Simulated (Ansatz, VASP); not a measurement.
Ir in VASP and in Ansatz

```
Ir
1.0
     2.56997    0.00000    0.00000
     0.00000    2.56997    0.00000
     0.00000    0.00000    2.56997
Ir
1
Direct
  0.00000 0.00000 0.00000
```

Alike in both runs: task electric field gradients; functional PBE; k mesh 14 × 14 × 14; occupations fermi-dirac, width 0.15 eV; no spin polarisation.

```csv
,VASP,Ansatz
version,VASP 6.6.1,Ansatz 0.2.0
potentials or method,"VASP PAW PBE potentials, release 64 (Ir), cutoff 400 eV","all-electron PAW with datasets made for the crystal, scalar-relativistic"
```

```tsv
	VASP	Ansatz	Ansatz less VASP
gap on the k mesh at the Fermi level (eV)	none	none	-
pressure (GPa)	1.0	0.7	-0.24
```

A gap of «none» marks a metal or a gap that the smearing closes. Ansatz ran all-electron here, and VASP with PAW potentials.

Neither program's run includes spin-orbit coupling.
